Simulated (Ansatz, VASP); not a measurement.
## Si in VASP and in Ansatz

```
Si
1.0
     0.02715    2.72905    2.72905
     2.72905    0.02715    2.72905
     2.72905    2.72905    0.02715
Si
2
Direct
  0.50000 0.50000 0.50000
  0.75000 0.75000 0.75000
```

Change from the starting cell: equal xy, yz and zx shear strains of +1 %.

Alike in both runs: task single point; functional LDA; k mesh 11 × 11 × 11; occupations fermi-dirac, width 0.08 eV; no spin polarisation.

```csv
,VASP,Ansatz
version,VASP 6.6.1,Ansatz 0.2.0
potentials or method,"VASP PAW LDA potentials, release 64 (Si), cutoff 520 eV","all-electron LAPW, scalar-relativistic"
```

VASP gave:

```
pressure (GPa)                                                : -1.4
traceless stress, the component that is largest in VASP (GPa) : -0.99
rms of the force components (eV/Å)                            : 0.088
```

Question: What did Ansatz give for the same quantities?

Answer: Pressure (GPa): -1.5; traceless stress, the component that is largest in VASP (GPa): -0.98; rms of the force components (eV/Å): 0.088.

LDA's correlation is that of Perdew and Zunger in VASP and of Perdew and Wang (1992) in Ansatz. Atom by atom the forces differ by 0.000 eV/Å (rms over components). Ansatz ran all-electron here, and VASP with PAW potentials.
